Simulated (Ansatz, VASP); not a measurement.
## BAs in VASP and in Ansatz

INCAR

```
SYSTEM = BAs
PREC = Accurate ; ENCUT = 520
EDIFF = 1E-6 ; ISMEAR = -1
SIGMA = 0.03 ; LREAL = .FALSE.
LASPH = .TRUE. ; NELM = 60
ALGO = Normal ; ISIF = 2
LWAVE = .FALSE. ; LCHARG = .TRUE.
GGA = CA ; LELF = .TRUE.
LVHAR = .TRUE. ; NBANDS = 11
```

File KPOINTS:

```
regular mesh
0
G
  15 15 15
  0 0 0
```

The input POSCAR:

```
BAs
1.0
    0.0000000000      2.3964352742      2.3964352742
    2.3964352742      0.0000000000      2.3964352742
    2.3964352742      2.3964352742      0.0000000000
B As
1 1
Direct
    0.0000000000      0.0000000000      0.0000000000
    0.7500000000      0.7500000000      0.7500000000
```

Input for Ansatz:

```yaml
crystal:
  lattice:
    - [0.0, 2.3964352742, 2.3964352742]
    - [2.3964352742, 0.0, 2.3964352742]
    - [2.3964352742, 2.3964352742, 0.0]
  atoms:
    - { symbol: B, position: [0.0, 0.0, 0.0] }
    - { symbol: As, position: [0.75, 0.75, 0.75] }
kpoints:
  mp_grid: { grid: [15, 15, 15] }
  band_path:
    path:
      - [0.0, 0.0, 0.0]
      - [-0.5, -0.5, 0.0]
      - [-0.375, -0.375, 0.25]
      - [-0.375, 0.0, 0.375]
      - [0.0, 0.0, 0.0]
      - [0.0, 0.0, 0.5]
      - [-0.5, -0.25, 0.25]
      - [-0.5, -0.5, 0.0]
    npoints: 5
scf:
  occupations: { method: fermi_dirac, width: 0.03 }
hamiltonian:
  xc: lda
  pseudopotentials: { kind: all_electron, lapw: { basis_error: 0.00025 } }
output:
  forces: true
  stress: true
  eigenvalues: true
```

Change from the starting cell: volume scaled by 1.01.

Alike in both runs: task single point; functional LDA; k mesh 15 × 15 × 15; occupations fermi-dirac, width 0.03 eV; no spin polarisation.

|  | VASP | Ansatz |
| --- | --- | --- |
| version | VASP 6.6.1 | Ansatz 0.2.0 |
| potentials or method | VASP PAW LDA potentials, release 64 (B, As), cutoff 520 eV | all-electron LAPW, scalar-relativistic |

|  | VASP | Ansatz | Ansatz less VASP |
| --- | --- | --- | --- |
| gap on the k mesh at the Fermi level (eV) | 1.13 | 1.14 | +0.009 |
| pressure (GPa) | -4.4 | -5.2 | -0.80 |

LDA's correlation is that of Perdew and Zunger in VASP and of Perdew and Wang (1992) in Ansatz. Ansatz ran all-electron here, and VASP with PAW potentials.
